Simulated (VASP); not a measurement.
Set up this calculation in VASP 6.6.1, as the native input.

| Quantity | Value |
| --- | --- |
| Task | single point |
| Functional | LDA |
| Potentials or basis | VASP PAW LDA potentials, release 64 (Ce, B, S) |
| Cutoff | 520 eV |
| k mesh | 6 × 6 × 6 |
| Occupations | fermi-dirac, width 0.1 eV |
| Spin | collinear spin, ferromagnetic start |
| Starting moments | [0.61, 0.04, 0.0, 0.0] μB |
| Dipole correction | no |
| Further INCAR settings | ALGO = Fast; EDIFF = 1e-06; NBANDS = 26 |

The structure of CeBS2 lies in POSCAR:

```
CeBS2
1.0
    3.8209214700      0.0000000000      0.0000000000
   -1.9104602300      3.3090167600      0.0000000000
    0.0000000000     -2.2060074500      6.4976678700
Ce B S
1 1 2
Direct
    0.5000000000      0.0000000000      0.5000000000
    0.0000000000      0.0000000000      0.0000000000
    0.2414600000      0.4829200000      0.7243800000
    0.7585400000      0.5170800000      0.2756200000
```

The input as run:

INCAR

```
SYSTEM = CeBS2
ALGO = Fast
EDIFF = 1E-6
ENCUT = 520
GGA = CA
ISIF = 2
ISMEAR = -1
ISPIN = 2
LASPH = .True.
LCHARG = .False.
LMAXMIX = 6
LORBIT = 11
LREAL = .False.
LWAVE = .False.
MAGMOM = 0.61 0.04 0 0
NBANDS = 26
NELM = 150
PREC = Accurate
SIGMA = 0.1
```

KPOINTS

```
k-points
0
Gamma
  6 6 6
  0 0 0
```

Potentials or basis: VASP PAW LDA potentials, release 64 (Ce, B, S).

Launch:

```console
$ cat potpaw_LDA.64/Ce/POTCAR potpaw_LDA.64/B/POTCAR potpaw_LDA.64/S/POTCAR > POTCAR
$ mpirun -np 1 vasp_std > vasp.out
```

Results of the run:

The pressure is 5.2 GPa. The largest force is 1.629 eV/Å. The net moment is 0.00 μB per cell. The valence electrons inside the program's atomic spheres are Ce 9.91; B 1.30; S 3.74.

Caveat: the magnetic or orbital state may not be the lowest; the cell stands under pressure; forces of over 1 eV/Å act on the atoms, so gaps and moduli don't describe the material at rest.

Wall time 2.7 min on 1 thread of Intel(R) Xeon(R) 6975P-C (Granite Rapids) (shared host), peak memory 0.27 GiB.
